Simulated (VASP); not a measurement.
A run of VASP 6.6.1 is set up as follows.

INCAR

```
  PREC = Accurate
  ENCUT = 520
  EDIFF = 1E-6
  ISMEAR = 0
  SIGMA = 0.05
  LREAL = False
  LASPH = True
  NELM = 100
  ALGO = Normal
  ISIF = 2
  LWAVE = False
  LCHARG = False
  NBANDS = 16
```

Contents of KPOINTS:

```
regular mesh
0
Gamma
  12 12 6
```

The input POSCAR:

```
MgO
1.0
    3.4301361268      0.0000000000      0.0000000000
   -1.7150680634      2.9705850243      0.0000000000
    0.0000000000      0.0000000000      4.3161737560
Mg O
2 2
Direct
    0.6666666667      0.3333333333      0.7500000000
    0.3333333333      0.6666666667      0.2500000000
    0.6666666667      0.3333333333      0.2500000000
    0.3333333333      0.6666666667      0.7500000000
```

Potentials or basis: VASP PAW LDA potentials, release 64 (Mg, O).

Command:

```console
$ cat potpaw_LDA.64/Mg/POTCAR potpaw_LDA.64/O/POTCAR > POTCAR
$ mpirun -np 1 vasp_std > vasp.out
```

(1) Predict the band gap on the k mesh.

(2) What does it give for the pressure?

## Answers

(1) 3.28 eV, direct.

(2) -5.4 GPa.
